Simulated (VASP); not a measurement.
Ni, 1 atom in the cell. Symmetry: Im-3m, No. 229, cubic system. The conventional cell has a = 2.761 Å, b = 2.761 Å, c = 2.761 Å, α = 90.00°, β = 90.00°, γ = 90.00°. Within 3.2 Å of Ni (site symmetry m-3m) lie 14 Ni at 2.39 to 2.76 Å. This isn't the form of Ni at room conditions, which is fcc.

* Program: VASP 6.6.1
* Task: single point
* Functional: r2SCAN
* Dispersion: D4
* Potentials or basis: VASP PAW PBE potentials, release 64 (Ni)
* Cutoff: 660 eV
* k mesh: 17 × 17 × 17
* Occupations: fermi-dirac, width 0.15 eV
* Spin: collinear spin, ferromagnetic start
* Starting moments: [2.0] μB
* Dipole correction: no
* Further INCAR settings: ALGO = Normal; EDIFF = 1e-06; NBANDS = 15

Potentials or basis: VASP PAW PBE potentials, release 64 (Ni).

Launch:

```sh
$ cat potpaw_PBE.64/Ni/POTCAR > POTCAR
$ cp INCAR.step1 INCAR
$ mpirun -np 1 vasp_std > vasp.out
$ cp INCAR.step2 INCAR
$ mpirun -np 1 vasp_std > vasp.out
```

Hardware: 1 thread of Intel(R) Xeon(R) 6975P-C (Granite Rapids), on a shared host.

Problem. How long does it take, and how much memory?

Solution. Wall time 100 s on 1 thread of Intel(R) Xeon(R) 6975P-C (Granite Rapids), with other jobs on the host, peak memory 0.17 GiB. Counts: k points 165.
